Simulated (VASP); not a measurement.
# Hf3H8 (Pm-3m) in VASP: a series of runs, part 2 of 3

VASP 6.6.1. The steps go on from the part before.

## Step 3: Single point, PBE

The input, INCAR:

```
SYSTEM = Hf3H8
ALGO     = Normal         ! electronic algorithm
EDIFF    = 1E-6           ! SCF threshold, eV
ENCUT    = 520            ! plane-wave cutoff, eV
GGA      = PE             ! functional
ISIF     = 2              ! what is computed and relaxed
ISMEAR   = 0              ! smearing method
LASPH    = .TRUE.         ! aspherical terms in the spheres
LCHARG   = .FALSE.        ! write CHGCAR
LREAL    = .FALSE.        ! projectors in reciprocal space
LWAVE    = .FALSE.        ! write WAVECAR
NBANDS   = 30             ! bands
NELM     = 100            ! most SCF steps
PREC     = Accurate       ! precision mode
SIGMA    = 0.1            ! smearing width, eV
```

The input, KPOINTS:

```
k-points
0
G
  8 8 8
  0 0 0
```

The input, POSCAR:

```
Hf3H8
1.0
    4.6542751464      0.0000000000      0.0000000000
    0.0000000000      4.6542751464      0.0000000000
    0.0000000000      0.0000000000      4.6542751464
Hf H
3 8
Direct
    0.5000000000      0.0000000000      0.0000000000
    0.0000000000      0.5000000000      0.0000000000
    0.0000000000      0.0000000000      0.5000000000
    0.7452131249      0.7452131249      0.7452131249
    0.2547868751      0.2547868751      0.7452131249
    0.2547868751      0.7452131249      0.2547868751
    0.7452131249      0.2547868751      0.2547868751
    0.7452131249      0.7452131249      0.2547868751
    0.2547868751      0.2547868751      0.2547868751
    0.7452131249      0.2547868751      0.7452131249
    0.2547868751      0.7452131249      0.7452131249
```

Potentials or basis: VASP PAW PBE potentials, release 64 (Hf_pv, H).

Started as:

```console
$ cat potpaw_PBE.64/Hf_pv/POTCAR potpaw_PBE.64/H/POTCAR > POTCAR
$ mpirun -np 1 vasp_std > vasp.out
```

OUTCAR:

```text
SYSTEM = Hf3H8
   EDIFF = 1E-6
   ENCUT = 520
   GGA = PE
   ISIF = 2
   ISMEAR = 0
   LASPH = .TRUE.
   LREAL = .FALSE.
   NELM = 100
   PREC = Accurate

 ion  position               nearest neighbor table
   1  0.500  0.000  0.000-   4 2.03   5 2.03   6 2.03   7 2.03   8 2.03   9 2.03  10 2.03  11 2.03
                             2 3.29   3 3.29   3 3.29   2 3.29   2 3.29   3 3.29   3 3.29   2 3.29
   2  0.000  0.500  0.000-   4 2.03   5 2.03   6 2.03   7 2.03   8 2.03   9 2.03  10 2.03  11 2.03
                             1 3.29   3 3.29   3 3.29   1 3.29   3 3.29   3 3.29   1 3.29   1 3.29
   3  0.000  0.000  0.500-   4 2.03   5 2.03   6 2.03   7 2.03   8 2.03   9 2.03  10 2.03  11 2.03
                             1 3.29   2 3.29   1 3.29   2 3.29   2 3.29   2 3.29   1 3.29   1 3.29
   4  0.745  0.745  0.745-   1 2.03   2 2.03   3 2.03
   5  0.255  0.255  0.745-   1 2.03   2 2.03   3 2.03
   6  0.255  0.745  0.255-   1 2.03   2 2.03   3 2.03
   7  0.745  0.255  0.255-   1 2.03   2 2.03   3 2.03
   8  0.745  0.745  0.255-   1 2.03   2 2.03   3 2.03
   9  0.255  0.255  0.255-   1 2.03   2 2.03   3 2.03
  10  0.745  0.255  0.745-   1 2.03   2 2.03   3 2.03
[... 1002 lines left out ...]

 [... further k-points ...]

------------------------ aborting loop because EDIFF is reached ----------------------------------------

  FORCE on cell =-STRESS in cart. coord.  units (eV):
  Direction    XX          YY          ZZ          XY          YZ          ZX
  --------------------------------------------------------------------------------------
  -------------------------------------------------------------------------------------
  Total       -0.4281005     -0.4281005     -0.4281005      0.0000000      0.0000000     -0.0000000
  in kB       -6.8029953     -6.8029953     -6.8029953      0.0000000      0.0000000     -0.0000000
  external PRESSURE =      -6.8029953 kB  Pullay stress =       0.0000000 kB

 VOLUME and BASIS-vectors are now :
 -----------------------------------------------------------------------------
  energy-cutoff  :      520.00
  volume of cell :      100.82
      direct lattice vectors                 reciprocal lattice vectors
     4.654275146  0.000000000  0.000000000     0.214856228  0.000000000  0.000000000
     0.000000000  4.654275146  0.000000000     0.000000000  0.214856228  0.000000000
     0.000000000  0.000000000  4.654275146     0.000000000  0.000000000  0.214856228

 POSITION                                       TOTAL-FORCE (eV/Angst)
 -----------------------------------------------------------------------------------
      2.32714      0.00000      0.00000         0.000000     -0.000000      0.000000
      0.00000      2.32714      0.00000         0.000000     -0.000000      0.000000
      0.00000      0.00000      2.32714         0.000000     -0.000000      0.000000
      3.46843      3.46843      3.46843         0.007218      0.007218      0.007218
      1.18585      1.18585      3.46843        -0.007218     -0.007218      0.007218
      1.18585      3.46843      1.18585        -0.007218      0.007218     -0.007218
      3.46843      1.18585      1.18585         0.007218     -0.007218     -0.007218
      3.46843      3.46843      1.18585         0.007218      0.007218     -0.007218
      1.18585      1.18585      1.18585        -0.007218     -0.007218     -0.007218
      3.46843      1.18585      3.46843         0.007218     -0.007218      0.007218
      1.18585      3.46843      3.46843        -0.007218      0.007218      0.007218
 -----------------------------------------------------------------------------------
    total drift:                               -0.000000      0.000000     -0.000000

  FREE ENERGIE OF THE ION-ELECTRON SYSTEM (eV)
  ---------------------------------------------------
  free  energy   TOTEN  =       -60.7921348446 eV

  energy  without entropy=      -60.7735926817  energy(sigma->0) =      -60.78286376
```

OSZICAR:

```text
N       E                     dE             d eps       ncg     rms          rms(c)
DAV:   1     0.125114715514E+03    0.12511E+03   -0.19951E+04  2108   0.118E+03
DAV:   2    -0.569648194720E+02   -0.18208E+03   -0.17540E+03  2490   0.290E+02
DAV:   3    -0.651487035682E+02   -0.81839E+01   -0.80152E+01  2776   0.445E+01
DAV:   4    -0.652508825719E+02   -0.10218E+00   -0.10202E+00  2714   0.546E+00
DAV:   5    -0.652521844834E+02   -0.13019E-02   -0.13018E-02  2672   0.598E-01    0.865E+01
DAV:   6    -0.615892290733E+02    0.36630E+01   -0.46393E+00  2566   0.927E+00    0.541E+01
DAV:   7    -0.610087717786E+02    0.58046E+00   -0.67743E+00  2560   0.108E+01    0.958E+00
DAV:   8    -0.608253735448E+02    0.18340E+00   -0.18127E+00  2336   0.563E+00    0.552E+00
DAV:   9    -0.607912628440E+02    0.34111E-01   -0.18240E-01  2398   0.189E+00    0.568E-01
DAV:  10    -0.607921210645E+02   -0.85822E-03   -0.69343E-03  2686   0.371E-01    0.631E-01
DAV:  11    -0.607921451549E+02   -0.24090E-04   -0.97810E-04  2416   0.130E-01    0.378E-01
DAV:  12    -0.607921272056E+02    0.17949E-04   -0.84420E-05  2516   0.435E-02    0.208E-02
DAV:  13    -0.607921345477E+02   -0.73421E-05   -0.16190E-05  2228   0.166E-02    0.572E-02
DAV:  14    -0.607921348446E+02   -0.29689E-06   -0.24565E-06  2154   0.706E-03
   1 F= -.60792135E+02 E0= -.60782864E+02  d E =-.185422E-01
```

stdout:

```text
POSCAR found type information on POSCAR HfH
 POSCAR found :  2 types and      11 ions
 scaLAPACK will be used
 LDA part: xc-table for (Slater+PW92), standard interpolation
 POSCAR, INCAR and KPOINTS ok, starting setup
 FFT: planning ... GRIDC
 FFT: planning ... GRID_SOFT
 FFT: planning ... GRID
 WAVECAR not read
 entering main loop
```

Wall time 85 s (1 thread of Intel Xeon Platinum 8259CL at 2.50GHz (Skylake/Cascade Lake), shared host); peak memory 0.25 GiB.

What came out:

```yaml
Free_energy: -60.7921 eV
Pressure: -0.7 GPa
Largest_force: 0.013 eV/Å
Band_gap_on_the_k_mesh: zero (band 19 reaches 3.65 eV, above the bottom of band 20 at 1.94 eV)
```

Forces on the atoms (eV/Å):
```
Hf   0.000  0.000  0.000
Hf   0.000  0.000  0.000
Hf   0.000  0.000  0.000
H    0.007  0.007  0.007
H   -0.007 -0.007  0.007
H   -0.007  0.007 -0.007
H    0.007 -0.007 -0.007
H    0.007  0.007 -0.007
H   -0.007 -0.007 -0.007
H    0.007 -0.007  0.007
H   -0.007  0.007  0.007
```

Caveat: spin-orbit coupling is left out, which moves the levels of the heavy elements.

## Step 4: Relaxation of cell and atoms, PBE

This run uses another cell than the first one, of 9.13 Å³/atom, 0.996 times its volume.

The input, INCAR:

```
PREC = Accurate
ENCUT = 600
EDIFF = 1E-6
ISMEAR = 0
SIGMA = 0.1
LREAL = False
LASPH = True
NELM = 100
ALGO = Normal
ISIF = 3
LWAVE = False
LCHARG = False
GGA = PE
IBRION = 2
NSW = 100
EDIFFG = -0.01
```

The input, KPOINTS:

```
regular mesh
0
Gamma
  8 8 8
```

The input, POSCAR:

```
Hf3H8
1.0
    4.6476920203      0.0000000000      0.0000000000
    0.0000000000      4.6476920203      0.0000000000
    0.0000000000      0.0000000000      4.6476920203
Hf H
3 8
Direct
    0.5000000000      0.0000000000      0.0000000000
    0.0000000000      0.5000000000      0.0000000000
    0.0000000000      0.0000000000      0.5000000000
    0.7445445303      0.7445445303      0.7445445303
    0.2554554697      0.2554554697      0.7445445303
    0.2554554697      0.7445445303      0.2554554697
    0.7445445303      0.2554554697      0.2554554697
    0.7445445303      0.7445445303      0.2554554697
    0.2554554697      0.2554554697      0.2554554697
    0.7445445303      0.2554554697      0.7445445303
    0.2554554697      0.7445445303      0.7445445303
```

Potentials or basis: VASP PAW PBE potentials, release 64 (Hf_pv, H).

Started as:

```console
$ cat potpaw_PBE.64/Hf_pv/POTCAR potpaw_PBE.64/H/POTCAR > POTCAR
$ mpirun -np 1 vasp_std > vasp.out
```

OUTCAR:

```text
PREC = Accurate
   ENCUT = 600
   EDIFF = 1E-6
   ISMEAR = 0
   LREAL = False
   LASPH = True
   NELM = 100
   ISIF = 3
   GGA = PE
   IBRION = 2
   NSW = 100
   EDIFFG = -0.01

 ion  position               nearest neighbor table
   1  0.500  0.000  0.000-   4 2.03   5 2.03   6 2.03   7 2.03   8 2.03   9 2.03  10 2.03  11 2.03
                             2 3.29   3 3.29   3 3.29   2 3.29   2 3.29   3 3.29   3 3.29   2 3.29
   2  0.000  0.500  0.000-   4 2.03   5 2.03   6 2.03   7 2.03   8 2.03   9 2.03  10 2.03  11 2.03
                             1 3.29   3 3.29   3 3.29   1 3.29   3 3.29   3 3.29   1 3.29   1 3.29
   3  0.000  0.000  0.500-   4 2.03   5 2.03   6 2.03   7 2.03   8 2.03   9 2.03  10 2.03  11 2.03
                             1 3.29   2 3.29   1 3.29   2 3.29   2 3.29   2 3.29   1 3.29   1 3.29
   4  0.745  0.745  0.745-   1 2.03   2 2.03   3 2.03
   5  0.255  0.255  0.745-   1 2.03   2 2.03   3 2.03
   6  0.255  0.745  0.255-   1 2.03   2 2.03   3 2.03
   7  0.745  0.255  0.255-   1 2.03   2 2.03   3 2.03
   8  0.745  0.745  0.255-   1 2.03   2 2.03   3 2.03
   9  0.255  0.255  0.255-   1 2.03   2 2.03   3 2.03
  10  0.745  0.255  0.745-   1 2.03   2 2.03   3 2.03
  11  0.255  0.745  0.745-   1 2.03   2 2.03   3 2.03

  LATTYP: Found a simple cubic cell.
 ALAT       =     4.6476920203

  Lattice vectors:

 A1 = (   4.6476920203,   0.0000000000,   0.0000000000)
 A2 = (   0.0000000000,   4.6476920203,   0.0000000000)
 A3 = (   0.0000000000,   0.0000000000,   4.6476920203)

Analysis of symmetry for initial positions (statically):
=====================================================================
 Subroutine PRICEL returns:
 Original cell was already a primitive cell.

 Routine SETGRP: Setting up the symmetry group for a
 simple cubic supercell.

 Subroutine GETGRP returns: Found 48 space group operations
 (whereof 48 operations were pure point group operations)
 out of a pool of 48 trial point group operations.

The static configuration has the point symmetry O_h .

Analysis of symmetry for dynamics (positions and initial velocities):
[... 159 lines left out ...]
   LRPA    =     F    only Hartree local field effects (RPA)
 conjugate gradient relaxation of ions
 non-spin polarized calculation
 Gauss-broadening in eV      SIGMA  =   0.10
  energy-cutoff  :      600.00
  volume of cell :      100.39
 maximum number of plane-waves:      3407
 NGX is ok and might be reduce to    40
   NGX = 19   NGY = 19   NGZ = 19

--------------------------------------- Ionic step        1  -------------------------------------------

 number of electron      38.0000006 magnetization

 Free energy of the ion-electron system (eV)
  ---------------------------------------------------
  ext. energy  EPLUGINS =         0.00000000
  ---------------------------------------------------
  free energy    TOTEN  =       -60.79811364 eV

  energy without entropy =      -60.77972280  energy(sigma->0) =      -60.78891822

------------------------ aborting loop because EDIFF is reached ----------------------------------------

  FORCE on cell =-STRESS in cart. coord.  units (eV):
  Direction    XX          YY          ZZ          XY          YZ          ZX
  --------------------------------------------------------------------------------------
  -------------------------------------------------------------------------------------
  Total       -0.1569904     -0.1569904     -0.1569904     -0.0000000      0.0000000     -0.0000000
  in kB       -2.5053684     -2.5053684     -2.5053684     -0.0000000      0.0000000     -0.0000000
  external PRESSURE =      -2.5053684 kB  Pullay stress =       0.0000000 kB
[... 122 lines left out ...]
--------------------------------------- Ionic step        4  -------------------------------------------

 number of electron      38.0000005 magnetization

 Free energy of the ion-electron system (eV)
  ---------------------------------------------------
  ext. energy  EPLUGINS =         0.00000000
  ---------------------------------------------------
  free energy    TOTEN  =       -60.79842207 eV

  energy without entropy =      -60.78004979  energy(sigma->0) =      -60.78923593

 E-fermi :   3.1307     XC(G=0): -10.3992

 val. band max:        3.1288551079   @ k =   0.3750   0.0000   0.0000
 cond. band min:       3.1479365987   @ k =   0.3750   0.1250   0.0000
 fundamental gap:      0.0190814909
 Fermi energy:         3.1307212704

 k-point     1 :       0.0000    0.0000    0.0000
  band No.  band energies     occupation
      1     -27.9274      2.00000
      2     -27.9274      2.00000
      3     -27.9274      2.00000
      4     -27.6123      2.00000
      5     -27.6123      2.00000
      6     -27.6123      2.00000
[... 661 lines left out ...]
     24       5.8309      0.00000
     25       6.1208      0.00000

 [... further k-points ...]

------------------------ aborting loop because EDIFF is reached ----------------------------------------

  FORCE on cell =-STRESS in cart. coord.  units (eV):
  Direction    XX          YY          ZZ          XY          YZ          ZX
  --------------------------------------------------------------------------------------
  -------------------------------------------------------------------------------------
  Total        0.0291473      0.0291473      0.0291473     -0.0000000     -0.0000000      0.0000000
  in kB        0.4660397      0.4660397      0.4660397     -0.0000000     -0.0000000      0.0000000
  external PRESSURE =       0.4660397 kB  Pullay stress =       0.0000000 kB
[... 26 lines left out ...]
  FREE ENERGIE OF THE ION-ELECTRON SYSTEM (eV)
  ---------------------------------------------------
  free  energy   TOTEN  =       -60.7984220665 eV

  energy  without entropy=      -60.7800497907  energy(sigma->0) =      -60.78923593

 reached required accuracy - stopping structural energy minimisation
```

OSZICAR:

```text
N       E                     dE             d eps       ncg     rms          rms(c)
DAV:   1     0.140647623157E+03    0.14065E+03   -0.22171E+04  1774   0.158E+03
DAV:   2    -0.565212287416E+02   -0.19717E+03   -0.19267E+03  2106   0.345E+02
DAV:   3    -0.651359758173E+02   -0.86147E+01   -0.85264E+01  2354   0.531E+01
[... 23 lines left out ...]
       N       E                     dE             d eps       ncg     rms          rms(c)
DAV:   1    -0.607984281171E+02   -0.55773E-04   -0.10219E-03  1787   0.193E-01    0.384E-02
DAV:   2    -0.607984240389E+02    0.40782E-05   -0.28336E-05  1824   0.310E-02    0.141E-02
DAV:   3    -0.607984225751E+02    0.14638E-05   -0.30680E-06  1634   0.945E-03    0.698E-03
DAV:   4    -0.607984220665E+02    0.50854E-06   -0.13662E-06   981   0.731E-03
   4 F= -.60798422E+02 E0= -.60789236E+02  d E =-.500366E-04
```

CONTCAR:

```text
Hf3H8
   1.00000000000000
     4.6447482262912247   -0.0000000000000000   -0.0000000000000000
    -0.0000000000000000    4.6447482262912247    0.0000000000000000
    -0.0000000000000000    0.0000000000000000    4.6447482262912247
  Hf              H
     3     8
Direct
     0.5000000000000000    0.0000000000000000    0.0000000000000000
     1.0000000000000000    0.5000000000000000    0.0000000000000000
     1.0000000000000000    0.0000000000000000    0.5000000000000000
     0.7447354038716326    0.7447354038716326    0.7447354038716326
     0.2552645961283673    0.2552645961283673    0.7447354038716326
     0.2552645961283673    0.7447354038716326    0.2552645961283673
     0.7447354038716326    0.2552645961283673    0.2552645961283673
     0.7447354038716326    0.7447354038716326    0.2552645961283673
     0.2552645961283673    0.2552645961283673    0.2552645961283673
     0.7447354038716326    0.2552645961283673    0.7447354038716326
     0.2552645961283673    0.7447354038716326    0.7447354038716326

  0.00000000E+00  0.00000000E+00  0.00000000E+00
  0.00000000E+00  0.00000000E+00  0.00000000E+00
  0.00000000E+00  0.00000000E+00  0.00000000E+00
  0.00000000E+00  0.00000000E+00  0.00000000E+00
  0.00000000E+00  0.00000000E+00  0.00000000E+00
  0.00000000E+00  0.00000000E+00  0.00000000E+00
  0.00000000E+00  0.00000000E+00  0.00000000E+00
  0.00000000E+00  0.00000000E+00  0.00000000E+00
  0.00000000E+00  0.00000000E+00  0.00000000E+00
  0.00000000E+00  0.00000000E+00  0.00000000E+00
  0.00000000E+00  0.00000000E+00  0.00000000E+00
```

It took 2.8 min on 1 thread of Intel Xeon Platinum 8259CL at 2.50GHz (Skylake/Cascade Lake), shared host; peak memory 0.3 GiB.

Results:

| Quantity | Value |
| --- | --- |
| Free energy | -60.7984 eV |
| Relaxed volume | 9.11 Å³/atom |
| Relaxed cell | a = 4.645 Å, b = 4.645 Å, c = 4.645 Å, α = 90.00°, β = 90.00°, γ = 90.00° |
| Space group after relaxing (to 0.05 Å) | Pm-3m (No. 221) |
| Energy gained by relaxing | 0.0 meV/atom |
| Ionic steps | 4 |
| Pressure after relaxing | 0.0 GPa |
| Largest force after relaxing | 0.009 eV/Å |
| Band gap on the k mesh | zero (band 19 reaches 3.69 eV, above the bottom of band 20 at 1.98 eV) |

Forces on the atoms (eV/Å):
```
Hf   0.000  0.000  0.000
Hf   0.000  0.000  0.000
Hf   0.000  0.000  0.000
H    0.005  0.005  0.005
H   -0.005 -0.005  0.005
H   -0.005  0.005 -0.005
H    0.005 -0.005 -0.005
H    0.005  0.005 -0.005
H   -0.005 -0.005 -0.005
H    0.005 -0.005  0.005
H   -0.005  0.005  0.005
```

Step by step:
| step | energy change (eV) | largest force (eV/Å) | pressure (GPa) | volume (Å³) |
| --- | --- | --- | --- | --- |
| 1 | 0.0000 | 0.0201 | -0.25 | 100.39 |
| 2 | -0.0003 | 0.0110 | 0.05 | 100.19 |
| 3 | -0.0003 | 0.0106 | 0.03 | 100.18 |
| 4 | -0.0003 | 0.0094 | 0.05 | 100.20 |

Final structure:
```
CELL_PARAMETERS angstrom
4.64475 0.00000 0.00000
0.00000 4.64475 0.00000
0.00000 0.00000 4.64475
ATOMIC_POSITIONS crystal
Hf 0.50000 0.00000 0.00000
Hf 0.00000 0.50000 0.00000
Hf 0.00000 0.00000 0.50000
H 0.74474 0.74474 0.74474
H 0.25526 0.25526 0.74474
H 0.25526 0.74474 0.25526
H 0.74474 0.25526 0.25526
H 0.74474 0.74474 0.25526
H 0.25526 0.25526 0.25526
H 0.74474 0.25526 0.74474
H 0.25526 0.74474 0.74474
```

Caveat: spin-orbit coupling is left out, which moves the levels of the heavy elements.

(Part 2 of 3 ends here.)
